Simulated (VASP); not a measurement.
Write the native input for VASP 6.6.1 that does the following.

```yaml
Task: single point
Functional: r2SCAN
Potentials_or_basis: VASP PAW PBE potentials, release 64 (K_sv, Sr_sv, Cl)
Cutoff: 520 eV
k_mesh: 4 × 4 × 4
Occupations: gaussian, width 0.01 eV
Spin: no spin polarisation
Dipole_correction: no
Further_INCAR_settings: ALGO = Normal; EDIFF = 1e-07; NBANDS = 28
```

KSrCl3:

```xyz
5
Lattice="5.6080 0.0000 0.0000 0.0000 5.6080 0.0000 0.0000 0.0000 5.6080" Properties=species:S:1:pos:R:3 pbc="T T T"
K     0.0000    0.0000    0.0000
Sr    2.8040    2.8040    2.8040
Cl    2.8040    2.8040    0.0000
Cl    2.8040    0.0000    2.8040
Cl    0.0000    2.8040    2.8040
```

This cell differs from its parent crystal: strain -0.5%.

The input as run:

POSCAR

```
KSrCl3
1.0
    5.6080191385      0.0000000000      0.0000000000
    0.0000000000      5.6080191385      0.0000000000
    0.0000000000      0.0000000000      5.6080191385
K Sr Cl
1 1 3
Direct
    0.0000000000      0.0000000000      0.0000000000
    0.5000000000      0.5000000000      0.5000000000
    0.5000000000      0.5000000000      0.0000000000
    0.5000000000      0.0000000000      0.5000000000
    0.0000000000      0.5000000000      0.5000000000
```

INCAR.step1

```
SYSTEM = KSrCl3
ALGO = Normal
EDIFF = 1E-4
ENCUT = 520
GGA = PE
ISMEAR = 0
LASPH = .TRUE.
LCHARG = .FALSE.
LREAL = .FALSE.
LWAVE = .TRUE.
NBANDS = 28
NELM = 80
PREC = Accurate
SIGMA = 0.01
```

INCAR.step2

```
SYSTEM = KSrCl3
ALGO = Normal
EDIFF = 1E-7
ENCUT = 520
ISIF = 2
ISMEAR = 0
ISTART = 1
LASPH = .TRUE.
LCHARG = .FALSE.
LMIXTAU = .TRUE.
LREAL = .FALSE.
LWAVE = .FALSE.
METAGGA = R2SCAN
NBANDS = 28
NELM = 80
PREC = Accurate
SIGMA = 0.01
```

KPOINTS

```
k-points
0
G
  4 4 4
  0 0 0
```

Potentials or basis: VASP PAW PBE potentials, release 64 (K_sv, Sr_sv, Cl).

The run is started by

```sh
$ cat potpaw_PBE.64/K_sv/POTCAR potpaw_PBE.64/Sr_sv/POTCAR potpaw_PBE.64/Cl/POTCAR > POTCAR
$ cp INCAR.step1 INCAR
$ mpirun -np 1 vasp_std > vasp.out
$ cp INCAR.step2 INCAR
$ mpirun -np 1 vasp_std > vasp.out
```

Results of the run:

```json
{
  "Pressure": "0.4 GPa",
  "Band gap on the k mesh": "5.22 eV (least direct gap 5.43 eV)"
}
```

Caveat: the cell differs from its parent crystal (strain -0.5%); the PAW data sets were made with another functional, which shifts forces and pressure a little.

Run time: 5.8 min on 1 thread of Intel Xeon 8259CL, with other jobs on the host, peak memory 0.31 GiB.
